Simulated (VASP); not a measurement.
Wanted: the native input for a VASP 6.6.1 run.

```yaml
Task: relaxation of the atoms
Functional: PBE
Potentials_or_basis: VASP PAW PBE potentials, release 64 (Pt, S)
Cutoff: 520 eV
k_mesh: 12 × 12 × 6
Occupations: gaussian, width 0.05 eV
Spin: no spin polarisation
Dipole_correction: no
Further_INCAR_settings: ALGO = Normal; EDIFF = 1e-06; IBRION = 2; EDIFFG = -0.01; NSW = 50
```

The structure of PtS2 lies in POSCAR:

```
PtS2
1.0
    3.7579961843      0.0000000000      0.0000000000
   -1.8789980921      3.2545201629      0.0000000000
    0.0000000000      0.0000000000      6.8261457066
Pt S
1 2
Direct
    0.0000000000      0.0000000000      0.0000000000
    0.3333333333      0.6666666667      0.1889525212
    0.6666666667      0.3333333333      0.8110474788
```

One way to write it, as run:

INCAR

```
SYSTEM = PtS2
PREC = Accurate
ENCUT = 520
EDIFF = 1E-6
ISMEAR = 0
SIGMA = 0.05
LREAL = .False.
LASPH = .True.
NELM = 100
ALGO = Normal
ISIF = 2
LWAVE = .False.
LCHARG = .False.
GGA = PE
IBRION = 2
NSW = 50
EDIFFG = -0.01
```

KPOINTS

```
Automatic mesh
0
Gamma
  12 12 6
  0 0 0
```

Potentials or basis: VASP PAW PBE potentials, release 64 (Pt, S).

Run with:

```console
$ cat potpaw_PBE.64/Pt/POTCAR potpaw_PBE.64/S/POTCAR > POTCAR
$ mpirun -np 1 vasp_std > vasp.out
```

It gave:

| Property | Result |
| --- | --- |
| Energy gained by relaxing | 86.2 meV/atom |
| Ionic steps | 5 |
| Pressure after relaxing | -4.8 GPa |
| Largest force after relaxing | 0.006 eV/Å |
| Band gap on the k mesh | 1.23 eV (least direct gap 1.28 eV) |

Caveat: spin-orbit coupling is left out, which moves the levels of the heavy elements; this functional lacks dispersion, which binds layers or chains, so the pressure and a relaxed spacing across them are unreliable.

Wall time 2.2 min on 1 thread of Intel(R) Xeon(R) 6975P-C (Granite Rapids), with other jobs on the host, peak memory 0.28 GiB.
